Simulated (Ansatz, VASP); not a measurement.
**Two plane-wave programs on AlO5**

```xyz
6
Lattice="4.5271 0.0000 0.0000 -2.2635 3.9205 0.0000 0.0000 0.0000 3.4800" Properties=species:S:1:pos:R:3 pbc="T T T"
Al    0.0000    0.0000    1.7400
O     0.0000    2.6137    2.3839
O     0.0000    2.6137    1.0961
O     2.2635    1.3068    1.0961
O     2.2635    1.3068    2.3839
O     0.0000    0.0000    0.0000
```

Alike in both runs: functional PBE; k mesh 4 × 4 × 4; occupations gaussian, width 0.2 eV; no spin polarisation.

Ansatz relaxed the structure, and its values are those at the end. VASP's run is a single point on that final structure, the one shown.

```csv
,VASP,Ansatz
version,VASP 6.6.1,Ansatz 0.2.0
potentials or method,"VASP PAW PBE potentials, release 64 (Al, O), cutoff 600 eV","scalar-relativistic, plane waves, PAW"
valence electrons in the cell,33,33
```

VASP gave:

| Property | Result |
| --- | --- |
| gap on the k mesh at the Fermi level (eV) | none |
| pressure (GPa) | 1.1 |
| rms of the force components (eV/Å) | 0.311 |

Task: Which values does Ansatz return?

Result: gap on the k mesh at the Fermi level (eV): none; pressure (GPa): 0.2; rms of the force components (eV/Å): 0.005.

A gap of «none» marks a metal or a gap that the smearing closes. With one functional, cell and mesh, what is left measures potentials, basis and numerics.

The k mesh is coarse, so the values compare programs but aren't converged.
